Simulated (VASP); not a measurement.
Input of a VASP 6.6.1 run:

Contents of INCAR:

```
SYSTEM = TiC
PREC = Accurate ; ENCUT = 520
EDIFF = 1E-7 ; ISMEAR = 0
SIGMA = 0.1 ; LREAL = .FALSE.
LASPH = .TRUE. ; NELM = 100
ALGO = Normal ; ISIF = 2
LWAVE = .FALSE. ; LCHARG = .FALSE.
GGA = CA ; NBANDS = 15
```

File KPOINTS:

```
regular mesh
0
G
  8 8 8
  0 0 0
```

The input POSCAR:

```
TiC
1.0
    0.0000000000      2.1640000000      2.1640000000
    2.1640000000      0.0000000000      2.1640000000
    2.1640000000      2.1640000000      0.0000000000
Ti C
1 1
Direct
    0.0000000000      0.0000000000      0.0000000000
    0.5000000000      0.5000000000      0.5000000000
```

Potentials or basis: VASP PAW LDA potentials, release 64 (Ti_sv, C).

Launch:

```bash
$ cat potpaw_LDA.64/Ti_sv/POTCAR potpaw_LDA.64/C/POTCAR > POTCAR
$ mpirun -np 1 vasp_std > vasp.out
```

(1) Estimate the band gap on the k mesh.

(2) Estimate the pressure.

Results:

(1) zero (band 8 reaches 9.89 eV, above the bottom of band 9 at 8.85 eV).

(2) -11.4 GPa.
